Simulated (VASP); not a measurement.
Crystal: ZrB.

```
Zr B
1.0
     0.00000    2.32500    2.32500
     2.32500    0.00000    2.32500
     2.32500    2.32500    0.00000
Zr B
1 1
Direct
  0.00000 0.00000 0.00000
  0.50000 0.50000 0.50000
```

```yaml
Program: VASP 6.6.1
Task: relaxation of cell and atoms
Functional: RPBE
Potentials_or_basis: VASP PAW PBE potentials, release 64 (Zr_sv, B)
Cutoff: 600 eV
k_mesh: 10 × 10 × 10
Occupations: fermi-dirac, width 0.05 eV
Spin: no spin polarisation
```

At the start: pressure 37.9 GPa; volume 12.57 Å³/atom.

Question: Where does the relaxation end?

Answer: Over 20 steps the energy falls by 248.8 meV/atom and the volume is 15.00 Å³/atom (+19.3 %); space group Fm-3m (No. 225, to 0.1 Å) before and after.

The path:
```tsv
step	energy change (eV)	largest force (eV/Å)	pressure (GPa)	volume (Å³)
1	0.0000	0.0000	37.93	25.14
2	0.1288	0.0000	-21.91	37.59
3	-0.4967	0.0000	-1.22	30.24
4	-0.4976	0.0000	-0.21	30.04
5	-0.4976	0.0000	0.31	29.93
6	-0.4976	0.0000	0.32	29.93
7	-0.4976	0.0000	0.34	29.94
8	-0.4976	0.0000	0.30	29.94
9	-0.4976	0.0000	0.29	29.94
10	-0.4976	0.0000	0.29	29.94
11	-0.4976	0.0000	0.29	29.94
12	-0.4976	0.0000	0.29	29.94
13	-0.4976	0.0000	0.29	29.94
14	-0.4976	0.0000	0.30	29.94
15	-0.4976	0.0000	0.31	29.94
16	-0.4976	0.0000	0.25	29.95
17	-0.4977	0.0000	0.21	29.96
18	-0.4977	0.0000	0.12	29.98
19	-0.4977	0.0000	-0.16	30.03
20	-0.4977	0.0000	-0.04	30.00
```

Final structure:
```xyz
2
Lattice="0.0000 2.4662 2.4662 2.4662 0.0000 2.4662 2.4662 2.4662 0.0000" Properties=species:S:1:pos:R:3 pbc="T T T"
Zr    0.0000    0.0000    0.0000
B     2.4662    2.4662    2.4662
```

Caveat: the volume moved by over 15 % at a fixed basis, so the end points are rough; the PAW data sets were made with another functional, which shifts forces and pressure a little.
